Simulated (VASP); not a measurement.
# P (Cmmm) in VASP: a series of runs

The runs below take P through single point, with PBEsol.

Everything below comes from runs of VASP 6.6.1. Logs are shortened: lines on timing, memory, paths and dates and some standing lists are left out, and cuts for length are marked.

## (1) The cell of the first run

Symmetry: Cmmm, No. 65, orthorhombic system. The conventional cell has a = 5.982 Å, b = 6.103 Å, c = 4.378 Å, α = 90.00°, β = 90.00°, γ = 90.00°. P (site symmetry mmm) has 6 P at 4.27 to 4.38 Å within 5.6 Å.

## (2) Single point, PBEsol (strain -0.0200 x Voigt [0, 0, 0, 0, 0, 1])

Contents of INCAR:

```
  PREC = Accurate
  ENCUT = 520
  EDIFF = 1E-7
  ISMEAR = 0
  SIGMA = 0.15
  LREAL = F
  LASPH = T
  NELM = 100
  ALGO = Normal
  ISIF = 2
  LWAVE = F
  LCHARG = T
  GGA = PS
  LELF = T
  LVHAR = T
  NBANDS = 8
```

Contents of KPOINTS:

```
regular mesh
0
Gamma
  12 12 12
```

Contents of POSCAR:

```
P
1.0
    4.2729048574     -0.0427290486      0.0000000000
   -0.0427290486      4.2729048574      0.0000000000
    0.0000000000      0.0000000000      4.3780000000
P
1
Direct
    0.0000000000      0.0000000000      0.0000000000
```

Potentials or basis: VASP PAW PBE potentials, release 64 (P).

Launch:

```sh
cat potpaw_PBE.64/P/POTCAR > POTCAR
mpirun -np 1 vasp_std > vasp.out
```

OUTCAR:

```text
PREC = Accurate
   ENCUT = 520
   EDIFF = 1E-7
   ISMEAR = 0
   LREAL = F
   LASPH = T
   NELM = 100
   ISIF = 2
   GGA = PS

 ion  position               nearest neighbor table
   1  0.000  0.000  0.000-

  LATTYP: Found a base centered orthorhombic cell.
 ALAT       =     5.9823720000
 B/A-ratio  =     1.0202020202
 C/A-ratio  =     0.7318167443

  Lattice vectors:

 A1 = (   4.2729048574,  -0.0427290486,   0.0000000000)
 A2 = (  -0.0427290486,   4.2729048574,   0.0000000000)
 A3 = (   0.0000000000,   0.0000000000,   4.3780000000)

Analysis of symmetry for initial positions (statically):
=====================================================================
 Subroutine PRICEL returns:
 Original cell was already a primitive cell.

 Routine SETGRP: Setting up the symmetry group for a
 base centered orthorhombic supercell.

 Subroutine GETGRP returns: Found  8 space group operations
 (whereof  8 operations were pure point group operations)
 out of a pool of  8 trial point group operations.

The static configuration has the point symmetry D_2h.

Analysis of symmetry for dynamics (positions and initial velocities):
=====================================================================
 Subroutine PRICEL returns:
 Original cell was already a primitive cell.

 Routine SETGRP: Setting up the symmetry group for a
 base centered orthorhombic supercell.

 Subroutine GETGRP returns: Found  8 space group operations
 (whereof  8 operations were pure point group operations)
 out of a pool of  8 trial point group operations.

The dynamic configuration has the point symmetry D_2h.

 Subroutine INISYM returns: Found  8 space group operations
 (whereof  8 operations are pure point group operations),
 and found     1 'primitive' translations

----------------------------------------------------------------------------------------

                                     Primitive cell

  volume of cell :      79.9243

  direct lattice vectors                    reciprocal lattice vectors
     4.272904857 -0.042729049  0.000000000     0.234056232  0.002340562  0.000000000
    -0.042729049  4.272904857  0.000000000     0.002340562  0.234056232  0.000000000
     0.000000000  0.000000000  4.378000000     0.000000000  0.000000000  0.228414801

  length of vectors
     4.273118497  4.273118497  4.378000000     0.234067934  0.234067934  0.228414801

  position of ions in fractional coordinates (direct lattice)
     0.000000000  0.000000000  0.000000000

  ion indices of the primitive-cell ions
   primitive index   ion index
                 1           1

----------------------------------------------------------------------------------------

 KPOINTS: regular mesh

Automatic generation of k-mesh.
 Grid dimensions read from file:
 generate k-points for:   12   12   12

 Generating k-lattice:

  Cartesian coordinates                     Fractional coordinates (reciprocal lattice)
     0.019504686  0.000195047  0.000000000     0.083333333  0.000000000  0.000000000
     0.000195047  0.019504686  0.000000000     0.000000000  0.083333333  0.000000000
     0.000000000  0.000000000  0.019034567     0.000000000  0.000000000  0.083333333

  Length of vectors
     0.019505661  0.019505661  0.019034567

  Shift w.r.t. Gamma in fractional coordinates (k-lattice)
     0.000000000  0.000000000  0.000000000

 Subroutine IBZKPT returns following result:
 ===========================================

 Found    301 irreducible k-points:

 Following reciprocal coordinates:
            Coordinates               Weight
  0.000000  0.000000  0.000000      1.000000
  0.083333 -0.000000  0.000000      4.000000
  0.166667 -0.000000  0.000000      4.000000
  0.250000 -0.000000  0.000000      4.000000
  0.333333 -0.000000  0.000000      4.000000
  0.416667 -0.000000  0.000000      4.000000
[... 16 lines left out ...]
  0.500000  0.166667  0.000000      4.000000
 -0.416667  0.166667  0.000000      4.000000
 [... further k-points ...]
   k-points           NKPTS =    301   k-points in BZ     NKDIM =    301   number of bands    NBANDS=      8
   number of dos      NEDOS =    301   number of ions     NIONS =      1
   total plane-waves  NPLWV =  36864
   dimension x,y,z NGX =    32 NGY =   32 NGZ =   36
   dimension x,y,z NGXF=    64 NGYF=   64 NGZF=   72
   ions per type =               1
   NGX,Y,Z   is equivalent  to a cutoff of  12.45, 12.45, 13.67 a.u.
   NGXF,Y,Z  is equivalent  to a cutoff of  24.90, 24.90, 27.34 a.u.
 SYSTEM =  unknown system
   PREC   = accura    normal or accurate (medium, high low for compatibility)
   ISTART =      0    job   : 0-new  1-cont  2-samecut
   ICHARG =      2    charge: 1-file 2-atom 10-const
   ISPIN  =      1    spin polarized calculation?
   LNONCOLLINEAR =      F non collinear calculations
   LSORBIT =      F    spin-orbit coupling
   LASPH  =      T    aspherical Exc in radial PAW
   ENCUT  =  520.0 eV  38.22 Ry    6.18 a.u.   7.95  7.95  8.14*2*pi/ulx,y,z
   NELM   =    100;   NELMIN=  2; NELMDL= -5     # of ELM steps
   EDIFF  = 0.1E-06   stopping-criterion for ELM
   LREAL  =      F    real-space projection
   EDIFFG = 0.1E-05   stopping-criterion for IOM
   NSW    =      0    number of steps for IOM
   IBRION =     -1    ionic relax: 0-MD 1-quasi-New 2-CG
   NFREE  =      0    steps in history (QN), initial steepest desc. (CG)
   ISIF   =      2    stress and relaxation
   ISYM   =      2    0-nonsym 1-usesym 2-fastsym
   POTIM  = 0.5000    time-step for ionic-motion
   TEBEG  =    0.0;   TEEND  =   0.0 temperature during run
   PSTRESS=    0.0 pullay stress
   NELECT =       5.0000    total number of electrons
   NUPDOWN=      -1.0000    fix difference up-down
   EMIN   =  10.00;   EMAX   =-10.00  energy-range for DOS
   EFERMI =   0.00;   METHOD = LEGACY
   ISMEAR =     0;   SIGMA  =   0.15  broadening in eV -4-tet -1-fermi 0-gaus
   EFERMI_NEDOS =   21; number of points for ismear=-14 and -15
   IALGO  =     38    algorithm
   IMIX   =      4    mixing-type and parameters
     AMIX     =   0.40;   BMIX     =  1.00
     AMIX_MAG =   1.60;   BMIX_MAG =  1.00
  volume/ion in A,a.u.               =      79.92       539.36
  Fermi-wavevector in a.u.,A,eV,Ry     =   0.649888  1.228110  5.746482  0.422355
  Thomas-Fermi vector in A             =   1.718989
   LORBIT       =      0    0 simple, 1 ext, 2 COOP (PROOUT), +10 PAW based schemes
   GGA     = PS    functional components
   LHFCALC =     F    Hartree Fock is set to
   AEXX    =    0.0000 exact exchange contribution
   IVDW    =     0    specifies the selected vdW correction
   LEPSILON=     F    determine dielectric tensor
   LRPA    =     F    only Hartree local field effects (RPA)
 non-spin polarized calculation
 Gauss-broadening in eV      SIGMA  =   0.15
  energy-cutoff  :      520.00
  volume of cell :       79.92
 maximum number of plane-waves:      2188
   NGX = 15   NGY = 15   NGZ = 17

 number of electron       4.9999999 magnetization

 Free energy of the ion-electron system (eV)
  ---------------------------------------------------
  ext. energy  EPLUGINS =         0.00000000
  ---------------------------------------------------
  free energy    TOTEN  =        -1.18848724 eV

  energy without entropy =       -1.15039621  energy(sigma->0) =       -1.16944172

 E-fermi :  -3.0793     XC(G=0):  -5.0523

 val. band max:       -3.0798851617   @ k =   0.4167   0.2500   0.0000
 cond. band min:      -3.0785468138   @ k =  -0.4167   0.0833   0.2500
 fundamental gap:      0.0013383479
 Fermi energy:        -3.0793442507

 k-point     1 :       0.0000    0.0000    0.0000
  band No.  band energies     occupation
      1     -11.8101      2.00000
      2      -2.6314      0.00002
      3      -2.5327      0.00000
      4      -2.5127      0.00000
      5       1.5517      0.00000
      6       4.3611      0.00000
      7       4.4456      0.00000
      8       8.9655      0.00000

 k-point     2 :       0.0833   -0.0000    0.0000
  band No.  band energies     occupation
      1     -11.7992      2.00000
      2      -2.6458      0.00004
      3      -2.6216      0.00002
      4      -2.5127      0.00000
      5       1.6700      0.00000
      6       4.4109      0.00000
      7       4.5492      0.00000
      8       8.4781      0.00000

 k-point     3 :       0.1667   -0.0000    0.0000
  band No.  band energies     occupation
      1     -11.7689      2.00000
      2      -2.9473      0.21331
      3      -2.5945      0.00000
      4      -2.4875      0.00000
      5       1.9690      0.00000
      6       4.5253      0.00000
      7       4.8322      0.00000
      8       7.8199      0.00000

 k-point     4 :       0.2500   -0.0000    0.0000
  band No.  band energies     occupation
      1     -11.7265      2.00000
      2      -3.3059      1.96732
      3      -2.5568      0.00000
      4      -2.4517      0.00000
      5       2.3582      0.00000
      6       4.6904      0.00000
      7       5.0820      0.00000
      8       7.2426      0.00000

 k-point     5 :       0.3333   -0.0000    0.0000
  band No.  band energies     occupation
      1     -11.6828      2.00000
      2      -3.6224      2.00000
      3      -2.5182      0.00000
      4      -2.4150      0.00000
      5       2.7856      0.00000
      6       4.8792      0.00000
      7       5.0201      0.00000
      8       6.8003      0.00000

 k-point     6 :       0.4167   -0.0000    0.0000
  band No.  band energies     occupation
      1     -11.6501      2.00000
      2      -3.8349      2.00000
      3      -2.4893      0.00000
      4      -2.3877      0.00000
      5       3.2041      0.00000
      6       4.6964      0.00000
      7       5.0402      0.00000
      8       6.5230      0.00000

 k-point     7 :       0.5000   -0.0000    0.0000
  band No.  band energies     occupation
      1     -11.6379      2.00000
      2      -3.9094      2.00000
      3      -2.4786      0.00000
      4      -2.3775      0.00000
      5       3.4321      0.00000
      6       4.4767      0.00000
      7       5.1053      0.00000
      8       6.4286      0.00000

 k-point     8 :       0.0833    0.0833    0.0000
  band No.  band energies     occupation
      1     -11.7881      2.00000
      2      -2.6651      0.00009
      3      -2.6117      0.00001
      4      -2.6072      0.00001
      5       1.7910      0.00000
      6       4.4810      0.00000
      7       4.6307      0.00000
      8       8.3319      0.00000

 k-point     9 :       0.1667    0.0833    0.0000
  band No.  band energies     occupation
      1     -11.7578      2.00000
      2      -2.9411      0.19242
      3      -2.6035      0.00001
      4      -2.5847      0.00000
      5       2.0886      0.00000
      6       4.6104      0.00000
      7       4.8932      0.00000
      8       7.7036      0.00000

 k-point    10 :       0.2500    0.0833    0.0000
  band No.  band energies     occupation
      1     -11.7155      2.00000
      2      -3.2950      1.95795
      3      -2.5660      0.00000
      4      -2.5472      0.00000
      5       2.4725      0.00000
      6       4.7706      0.00000
      7       5.1266      0.00000
      8       7.2079      0.00000
[... 78 lines left out ...]
 k-point    18 :      -0.0833    0.0833    0.0000
  band No.  band energies     occupation
      1     -11.7884      2.00000
      2      -2.6434      0.00004
      3      -2.6219      0.00002
      4      -2.6120      0.00001
      5       1.7819      0.00000
      6       4.4767      0.00000
      7       4.6364      0.00000
      8       8.1552      0.00000

 k-point    19 :       0.1667    0.1667    0.0000
  band No.  band energies     occupation
      1     -11.7278      2.00000
      2      -2.9578      0.25185
      3      -2.8461      0.02786
      4      -2.5581      0.00000
      5       2.3748      0.00000
      6       4.7612      0.00000
      7       5.1173      0.00000
      8       7.0892      0.00000

 k-point    20 :       0.2500    0.1667    0.0000
  band No.  band energies     occupation
      1     -11.6860      2.00000
      2      -3.2597      1.91088
      3      -2.8444      0.02676
      4      -2.5214      0.00000
      5       2.7364      0.00000
      6       4.8466      0.00000
      7       5.3592      0.00000
      8       6.7050      0.00000

 k-point    21 :       0.3333    0.1667    0.0000
  band No.  band energies     occupation
      1     -11.6433      2.00000
      2      -3.5640      2.00000
      3      -2.7971      0.00780
      4      -2.4839      0.00000
      5       3.1256      0.00000
      6       4.7354      0.00000
      7       5.4128      0.00000
      8       6.6373      0.00000

 k-point    22 :       0.4167    0.1667    0.0000
  band No.  band energies     occupation
      1     -11.6113      2.00000
      2      -3.7695      2.00000
      3      -2.7580      0.00245
      4      -2.4560      0.00000
      5       3.5275      0.00000
      6       4.3771      0.00000
      7       5.4947      0.00000
      8       6.5365      0.00000

 k-point    23 :       0.5000    0.1667    0.0000
  band No.  band energies     occupation
      1     -11.5997      2.00000
      2      -3.8403      2.00000
      3      -2.7409      0.00142
      4      -2.4459      0.00000
      5       3.8756      0.00000
      6       4.0064      0.00000
      7       5.5562      0.00000
      8       6.4501      0.00000

 k-point    24 :      -0.4167    0.1667    0.0000
  band No.  band energies     occupation
      1     -11.6120      2.00000
      2      -3.7655      2.00000
      3      -2.7517      0.00201
      4      -2.4566      0.00000
      5       3.4989      0.00000
      6       4.3597      0.00000
      7       5.5048      0.00000
      8       6.5137      0.00000

 [... further k-points ...]
[... 5 lines left out ...]
  --------------------------------------------------------------------------------------
  -------------------------------------------------------------------------------------
  Total       -1.9906303     -1.9906303     -1.7827997      0.0405846      0.0000000      0.0000000
  in kB      -39.9045496    -39.9045496    -35.7383390      0.8135660      0.0000000      0.0000000
  external PRESSURE =     -38.5158128 kB  Pullay stress =       0.0000000 kB

 VOLUME and BASIS-vectors are now :
 -----------------------------------------------------------------------------
  energy-cutoff  :      520.00
  volume of cell :       79.92
      direct lattice vectors                 reciprocal lattice vectors
     4.272904857 -0.042729049  0.000000000     0.234056232  0.002340562  0.000000000
    -0.042729049  4.272904857  0.000000000     0.002340562  0.234056232  0.000000000
     0.000000000  0.000000000  4.378000000     0.000000000  0.000000000  0.228414801

 POSITION                                       TOTAL-FORCE (eV/Angst)
 -----------------------------------------------------------------------------------
      0.00000      0.00000      0.00000         0.000000      0.000000      0.000000
 -----------------------------------------------------------------------------------
    total drift:                                0.000000     -0.000000      0.000000

  FREE ENERGIE OF THE ION-ELECTRON SYSTEM (eV)
  ---------------------------------------------------
  free  energy   TOTEN  =        -1.1884872409 eV

  energy  without entropy=       -1.1503962085  energy(sigma->0) =       -1.16944172
```

It took 98 s on 1 thread of Intel Xeon Platinum 8488C (Sapphire Rapids), shared host; peak memory 0.29 GiB.

Results:

```
Free energy : -1.1885 eV
Pressure    : -3.9 GPa
```

Caveat: the cell differs from its parent crystal (strain -0.0200 x Voigt [0, 0, 0, 0, 0, 1]); the PAW data sets were made with another functional, which shifts forces and pressure a little.

(Continued in part 2 of 2.)
